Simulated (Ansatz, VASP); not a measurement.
# Sn in VASP and in Ansatz

File INCAR:

```
PREC = Accurate
ENCUT = 520
EDIFF = 1E-6
ISMEAR = -1
SIGMA = 0.1
LREAL = False
LASPH = True
NELM = 100
ALGO = Normal
ISIF = 2
LWAVE = False
LCHARG = False
GGA = RE
NBANDS = 13
```

File KPOINTS:

```
Automatic mesh
0
Gamma
  13 13 13
```

File POSCAR:

```
Sn
1.0
   -1.9668550766      1.9668550766      1.9668550766
    1.9668550766     -1.9668550766      1.9668550766
    1.9668550766      1.9668550766     -1.9668550766
Sn
1
Direct
    0.0000000000      0.0000000000      0.0000000000
```

Input for Ansatz:

```yaml
crystal:
  lattice:
    - [-1.9668550766, 1.9668550766, 1.9668550766]
    - [1.9668550766, -1.9668550766, 1.9668550766]
    - [1.9668550766, 1.9668550766, -1.9668550766]
  atoms:
    - { symbol: Sn, position: [0.0, 0.0, 0.0] }
hamiltonian:
  xc: revpbe
  pseudopotentials:
    kind: paw
    azcp:
      Sn: "pseudopotentials/Sn.paw.azcp"
basis:
  ecutwfc: 420
  fft_grid_basis: typed
kpoints:
  mp_grid: { grid: [13, 13, 13], shift: [0, 0, 0] }
magnetization:
  spin_polarized: false
scf:
  occupations: { method: fermi_dirac, width: 0.1 }
  lower_state_search: "off"
output:
  stress: true
```

Alike in both runs: task single point; functional revPBE; k mesh 13 × 13 × 13; occupations fermi-dirac, width 0.1 eV; no spin polarisation.

```csv
,VASP,Ansatz
version,VASP 6.6.1,Ansatz 0.2.0
potentials or method,"VASP PAW PBE potentials, release 64 (Sn_d), cutoff 520 eV","plane waves (420 eV) with PAW, scalar-relativistic"
valence electrons in the cell,14,14
```

Ansatz gave:

| Quantity | Value |
| --- | --- |
| pressure (GPa) | -2.6 |

Problem. Estimate VASP's values.

Solution. Pressure (GPa): -2.7.

VASP's potentials were made for PBE, not for revPBE. The functional is the same, so the differences come from potentials, cutoffs and numerics.
